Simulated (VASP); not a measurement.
**WS2: single point with PBEsol**

Crystal: WS2.

```
CELL_PARAMETERS angstrom
3.14728 0.00000 0.00000
-1.57364 2.72562 0.00000
0.00000 0.00000 19.44227
ATOMIC_POSITIONS crystal
W 0.66667 0.33333 0.33266
W 0.33333 0.66667 0.66599
W 0.00000 0.00000 0.99933
S 0.33333 0.66667 0.25205
S 0.66667 0.33333 0.07992
S 0.00000 0.00000 0.58539
S 0.33333 0.66667 0.41325
S 0.66667 0.33333 0.91872
S 0.00000 0.00000 0.74659
```

This cell differs from its parent crystal: strain along c alone, the other axes held: +1.5 %, then relaxed in part.

| Item | Value |
| --- | --- |
| Program | VASP 6.6.1 |
| Task | single point |
| Functional | PBEsol |
| Potentials or basis | VASP PAW PBE potentials, release 64 (W_sv, S) |
| Cutoff | 520 eV |
| k mesh | 12 × 12 × 2 |
| Occupations | gaussian, width 0.02 eV |
| Spin | no spin polarisation |

```json
{"Pressure": "0.0 GPa", "Largest force": "0.024 eV/Å", "Band gap on the k mesh": "1.25 eV"}
```

Forces on the atoms (eV/Å):
```
W    0.000  0.000  0.000
W    0.000  0.000  0.000
W    0.000  0.000  0.000
S    0.000  0.000 -0.023
S    0.000  0.000  0.024
S    0.000  0.000 -0.023
S    0.000  0.000  0.024
S    0.000  0.000 -0.023
S    0.000  0.000  0.024
```

Stress tensor (GPa, compression positive):
```
 0.05  0.00  0.00
 0.00  0.05  0.00
 0.00  0.00 -0.05
```

Levels at points of the mesh, in eV from the valence-band top:
| k point | band 35 | band 36 | band 37 | band 38 | band 39 | band 40 | band 41 | band 42 | band 43 | band 44 |
| --- | --- | --- | --- | --- | --- | --- | --- | --- | --- | --- |
| (0.00, 0.00, 0.00) | -2.02 | -1.73 | -1.03 | -0.15 | -0.15 | 2.50 | 2.50 | 2.54 | 2.54 | 2.54 |
| (0.50, 0.00, 0.00) | -1.62 | -1.62 | -1.46 | -1.46 | -1.36 | 2.54 | 2.55 | 2.55 | 2.90 | 2.90 |
| (0.00, 0.00, 0.50) | -2.02 | -2.02 | -0.57 | -0.57 | 0.00 | 2.51 | 2.51 | 2.51 | 2.52 | 2.55 |
| (0.50, 0.00, 0.50) | -1.67 | -1.60 | -1.50 | -1.39 | -1.39 | 2.54 | 2.54 | 2.56 | 2.85 | 2.98 |

Wall time 3.4 min on 1 thread of Oxide Virtual Turin-like Processor, with other jobs on the host, peak memory 0.38 GiB.

Caveat: the cell differs from its parent crystal (strain along c alone, the other axes held: +1.5 %, then relaxed in part); the PAW data sets were made with another functional, which shifts forces and pressure a little; spin-orbit coupling is left out, which moves the levels of the heavy elements; this functional lacks dispersion, which binds layers or chains, so the pressure and a relaxed spacing across them are unreliable. A k mesh can miss the band edges.
